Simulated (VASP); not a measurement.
**InSe: single point with RPBE+D3(BJ)**

The system is InSe.

```
In Se
1.0
     1.98658    1.14695    8.38335
    -1.98658    1.14695    8.38335
     0.00000   -2.29390    8.38335
In Se
2 2
Direct
  0.88860 0.88860 0.88860
  0.00000 0.00000 0.00000
  0.17190 0.17190 0.17190
  0.38350 0.38350 0.38350
```

- Program: VASP 6.6.1
- Task: single point
- Functional: RPBE
- Dispersion: D3(BJ)
- Potentials or basis: VASP PAW PBE potentials, release 64 (In_d, Se)
- Cutoff: 520 eV
- k mesh: 8 × 8 × 8
- Occupations: fermi-dirac, width 0.05 eV
- Spin: no spin polarisation
- Dipole correction: no
- Further INCAR settings: ALGO = Normal; EDIFF = 1e-07; NBANDS = 27

```yaml
Pressure: -3.6 GPa
Largest_force: 0.501 eV/Å
Band_gap_on_the_k_mesh: 0.62 eV
Dispersion_energy_per_atom: -1.401 eV
```

Forces in eV/Å, atoms in the order of the input:
```
In   0.000  0.000  0.501
In   0.000  0.000 -0.468
Se   0.000  0.000 -0.311
Se   0.000  0.000  0.278
```

Stress tensor (GPa, compression positive):
```
-3.87  0.00  0.00
 0.00 -3.87  0.00
 0.00  0.00 -3.09
```

Levels at points of the mesh, in eV from the valence-band top:
```tsv
k point	band 16	band 17	band 18	band 19	band 20	band 21	band 22	band 23
(0.00, 0.00, 0.00)	-1.34	-1.34	-1.24	-1.24	1.81	2.25	4.46	4.46
(0.50, 0.00, 0.00)	-2.42	-2.39	-2.30	-1.69	1.29	2.07	3.73	4.06
(0.50, 0.50, 0.00)	-2.71	-2.56	-2.11	-1.52	1.30	2.05	3.38	3.68
(0.50, 0.50, 0.50)	-1.41	-1.17	-1.17	0.00	0.62	2.28	4.38	4.38
```

It took 8 min on 1 thread of Intel(R) Xeon(R) 6975P-C (Granite Rapids), with other jobs on the host, peak memory 0.72 GiB.

Caveat: the cell stands under tension; the PAW data sets were made with another functional, which shifts forces and pressure a little; spin-orbit coupling is left out, which moves the levels of the heavy elements. A k mesh can miss the band edges.
